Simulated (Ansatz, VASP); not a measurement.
**Two plane-wave programs on Ag**

The input POSCAR:

```
Ag
1.0
    2.9299980804      0.0000000000      0.0000000000
   -1.4649990402      2.5374527707      0.0000000000
    0.0000000000      0.0000000000      4.0715000000
Ag
2
Direct
    0.3333333333      0.6666666667      0.2500000000
    0.6666666667      0.3333333333      0.7500000000
```

The input INCAR.step1:

```
SYSTEM = Ag
  ALGO = Normal
  EDIFF = 1E-4
  ENCUT = 520
  GGA = PE
  ISMEAR = 0
  LASPH = .TRUE.
  LCHARG = .FALSE.
  LREAL = .FALSE.
  LWAVE = .TRUE.
  NBANDS = 18
  NELM = 80
  PREC = Accurate
  SIGMA = 0.15
```

The input INCAR.step2:

```
SYSTEM = Ag
  ALGO = Normal
  EDIFF = 1E-7
  ENCUT = 520
  ISIF = 2
  ISMEAR = 0
  ISTART = 1
  LASPH = .TRUE.
  LCHARG = .FALSE.
  LMIXTAU = .TRUE.
  LREAL = .FALSE.
  LWAVE = .FALSE.
  METAGGA = R2SCAN
  NBANDS = 18
  NELM = 80
  PREC = Accurate
  SIGMA = 0.15
```

File KPOINTS:

```
k-points
0
G
  18 18 10
  0 0 0
```

Input for Ansatz:

```yaml
crystal:
  lattice:
    - [2.9299980804, 0.0, 0.0]
    - [-1.4649990402, 2.5374527707, 0.0]
    - [0.0, 0.0, 4.0715]
  atoms:
    - { symbol: Ag, position: [0.3333333333, 0.6666666667, 0.25] }
    - { symbol: Ag, position: [0.6666666667, 0.3333333333, 0.75] }
basis:
  ecutwfc: 500
kpoints:
  mp_grid: { grid: [18, 18, 10] }
hamiltonian:
  xc: r2scan
scf:
  occupations: { method: gaussian, width: 0.15 }
output:
  forces: true
  stress: true
  eigenvalues: true
```

Change from the starting cell: strain -0.1500 x Voigt [0, 0, 1, 0, 0, 0], atoms carried along.

Alike in both runs: task single point; functional r2SCAN; k mesh 18 × 18 × 10; occupations gaussian, width 0.15 eV; no spin polarisation.

|  | VASP | Ansatz |
| --- | --- | --- |
| version | VASP 6.6.1 | Ansatz 0.2.0 |
| potentials or method | VASP PAW PBE potentials, release 64 (Ag), cutoff 520 eV | scalar-relativistic, plane waves, PAW |
| valence electrons in the cell | 22 | 38 |

```csv
,VASP,Ansatz,Ansatz less VASP
gap on the k mesh at the Fermi level (eV),none,none,-
pressure (GPa),25.7,25.1,-0.53
"traceless stress, the component that is largest in VASP (GPa)",15.58,15.30,-0.277
```

VASP's potentials were made for PBE, not for r2SCAN. A gap of «none» marks a metal or a gap that the smearing closes. With one functional, cell and mesh, what is left measures potentials, basis and numerics. VASP's potentials hold 22 valence electrons a cell and Ansatz's 38, so a difference there can come from the potentials and not from the codes.
